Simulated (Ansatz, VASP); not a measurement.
TaCd3: VASP beside Ansatz

```xyz
4
Lattice="4.2966 0.0000 0.0000 0.0000 4.2966 0.0000 0.0000 0.0000 4.2966" Properties=species:S:1:pos:R:3 pbc="T T T"
Ta    0.0000    0.0000    0.0000
Cd    0.0000    2.1483    2.1483
Cd    2.1483    0.0000    2.1483
Cd    2.1483    2.1483    0.0000
```

Alike in both runs: functional PBE; k mesh 10 × 10 × 10; occupations gaussian, width 0.1 eV; no spin polarisation.

Ansatz relaxed the structure, and its values are those at the end. VASP's run is a single point on that final structure, the one shown.

```csv
,VASP,Ansatz
version,VASP 6.6.1,Ansatz 0.2.0
potentials or method,"VASP PAW PBE potentials, release 64 (Ta_pv, Cd), cutoff 520 eV","scalar-relativistic, plane waves, PAW"
valence electrons in the cell,47,73
```

|  | VASP | Ansatz | Ansatz less VASP |
| --- | --- | --- | --- |
| gap on the k mesh at the Fermi level (eV) | none | none | - |
| pressure (GPa) | 0.4 | 0.0 | -0.46 |

A gap of «none» marks a metal or a gap that the smearing closes. VASP's potentials hold 47 valence electrons a cell and Ansatz's 73, so a difference there can come from the potentials and not from the codes.

Spin-orbit coupling is off throughout.
